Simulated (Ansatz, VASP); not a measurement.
One calculation of Li3GdTi2, two programs

File INCAR:

```
SYSTEM = Li3GdTi2
PREC = Accurate
ENCUT = 520
EDIFF = 1E-6
ISMEAR = -1
SIGMA = 0.1
LREAL = .FALSE.
LASPH = .TRUE.
NELM = 150
ALGO = Normal
ISIF = 2
LWAVE = .FALSE.
LCHARG = .FALSE.
ISPIN = 2
MAGMOM = 0 0 0 7 -1 1
LORBIT = 11
LMAXMIX = 6
LDAU = .TRUE.
LDAUTYPE = 2
LDAUL = -1 3 -1
LDAUU = 0 3.18 0
LDAUJ = 0 0 0
LDAUPRINT = 1
GGA = PE
NBANDS = 38
```

File KPOINTS:

```
Automatic mesh
0
G
  6 6 4
  0 0 0
```

POSCAR

```
Li3GdTi2
1.0
    4.2014579300      0.0000000000      0.0000000000
   -2.1007289600      3.6385732900      0.0000000000
    0.0000000000      0.0000000000      6.7415478300
Li Gd Ti
3 1 2
Direct
    0.3333000000      0.6667000000      0.6460000000
    0.6667000000      0.3333000000      0.3540000000
    0.0000000000      0.0000000000      0.5000000000
    0.0000000000      0.0000000000      0.0000000000
    0.3333000000      0.6667000000      0.2557500000
    0.6667000000      0.3333000000      0.7442500000
```

Input for Ansatz:

```yaml
crystal:
  lattice:
    - [4.20145793, 0.0, 0.0]
    - [-2.10072896, 3.63857329, 0.0]
    - [0.0, 0.0, 6.74154783]
  atoms:
    - { symbol: Li, position: [0.3333, 0.6667, 0.646] }
    - { symbol: Li, position: [0.6667, 0.3333, 0.354] }
    - { symbol: Li, position: [0.0, 0.0, 0.5] }
    - { symbol: Gd, position: [0.0, 0.0, 0.0], spin: 7.0 }
    - { symbol: Ti, position: [0.3333, 0.6667, 0.25575], spin: -1.0 }
    - { symbol: Ti, position: [0.6667, 0.3333, 0.74425], spin: 1.0 }
kpoints:
  mp_grid: { grid: [6, 6, 4], shift: [0, 0, 0] }
magnetization:
  spin_polarized: true
scf:
  occupations: { method: fermi_dirac }
  lower_state_search: "off"
  max_iter: 200
hamiltonian:
  pseudopotentials: { kind: paw }
  xc: pbe
  hubbard:
    projectors: all-electron-ortho-atomic
    sites: [{ species: Gd, l: f, u_eff: 3.18 }]
basis:
  ecutwfc: 420
  fft_grid_basis: typed
output:
  forces: true
  stress: true
  eigenvalues: true
  bader: true
  populations: true
  elf: true
  write_potential: true
  volumetric_format: npy
  dos:
    e_range: [-12, 8]
    de: 0.05
    projected: { site_lists: { Gd: [Gd], Li: [Li], Ti: [Ti] } }
checkpoint:
  read: saved_state
```

Alike in both runs: task single point; functional PBE; k mesh 6 × 6 × 4; collinear spin; Hubbard terms Gd f U = 3.18 eV.

|  | VASP | Ansatz |
| --- | --- | --- |
| version | VASP 6.6.1 | Ansatz 0.2.0 |
| potentials or method | VASP PAW PBE potentials, release 64 (Li_sv, Gd, Ti_sv), cutoff 520 eV | PAW plane waves |
| occupations | fermi-dirac, width 0.1 eV | fermi-dirac |
| valence electrons in the cell | 51 | 51 |

VASP gave:

- rms of the force components (eV/Å): 0.129
- net moment per atom (μB): 1.68
- size of the moment on the site where the two differ most (μB): 0.86

Estimate Ansatz's values.

rms of the force components (eV/Å): 0.142; net moment per atom (μB): 1.33; size of the moment on the site where the two differ most (μB): 0.72.

The net moments are unlike, so the other rows may belong to different states. Site moments also hang on the region over which each program counts them. The programs project onto different local orbitals, so the same U acts differently, and such runs can settle in different states. Atom by atom the forces differ by 0.061 eV/Å (rms over components). Ansatz's warnings: filled band counts differ across k points, structure snapped to symmetry.

Spin-orbit coupling is off throughout. Noted on VASP's run: the cutoff is under 1.25 times that of the potentials, so the pressure is a little rough.
